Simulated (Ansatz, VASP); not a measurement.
One calculation of BeSn2, two programs

Contents of INCAR:

```
SYSTEM = BeSn2
ALGO = Normal ; EDIFF = 1E-6
EDIFFG = -0.04 ; ENCUT = 600
GGA = PE ; IBRION = 2
ISIF = 3 ; ISMEAR = 0
LASPH = .True. ; LCHARG = .False.
LREAL = .False. ; LWAVE = .False.
NELM = 60 ; NSW = 90
PREC = Accurate ; SIGMA = 0.1
```

KPOINTS

```
k-points
0
Gamma
  6 6 4
  0 0 0
```

POSCAR

```
BeSn2
1.0
    3.0811372900      0.0000000000      0.0000000000
   -1.5405686500      2.6683431700      0.0000000000
    0.0000000000      0.0000000000      5.7174563800
Be Sn
1 2
Direct
    0.0000000000      0.0000000000      0.5000000000
    0.3333333300      0.6666666700      0.8028379700
    0.6666666700      0.3333333300      0.1971620300
```

Input for Ansatz:

```yaml
crystal:
  lattice:
    - [3.08113729, 0.0, 0.0]
    - [-1.54056865, 2.66834317, 0.0]
    - [0.0, 0.0, 5.71745638]
  atoms:
    - { symbol: Be, position: [0.0, 0.0, 0.5] }
    - { symbol: Sn, position: [0.33333333, 0.66666667, 0.80283797] }
    - { symbol: Sn, position: [0.66666667, 0.33333333, 0.19716203] }
basis:
  ecutwfc: 420
kpoints:
  mp_grid: { grid: [6, 6, 4] }
hamiltonian:
  xc: pbe
scf:
  occupations: { method: gaussian, width: 0.1 }
  lower_state_search: "off"
output:
  forces: true
  stress: true
  eigenvalues: true
relax:
  adjacent_minimum: "off"
  f_tol: 0.04
  max_steps: 70
  cell: { stress_tol: 0.4 }
```

Alike in both runs: task relaxation of cell and atoms; functional PBE; k mesh 6 × 6 × 4; occupations gaussian, width 0.1 eV; no spin polarisation.

|  | VASP | Ansatz |
| --- | --- | --- |
| version | VASP 6.6.1 | Ansatz 0.2.0 |
| potentials or method | VASP PAW PBE potentials, release 64 (Be, Sn_d), cutoff 600 eV | scalar-relativistic, plane waves, PAW |
| valence electrons in the cell | 30 | 30 |

```csv
,VASP,Ansatz,Ansatz less VASP
"gap on the k mesh at the Fermi level, each at its own relaxed structure (eV)",none,none,-
relaxed volume (Å³/atom),21.56,21.53,-0.031
relaxed cell length with the largest relative difference (Å),3.576,3.573,-0.0025
```

A gap of «none» marks a metal or a gap that the smearing closes.

The k mesh is coarse, so the values compare programs but aren't converged. Noted on VASP's run: the volume moved by over 15 % at a fixed basis, so the end points are rough.
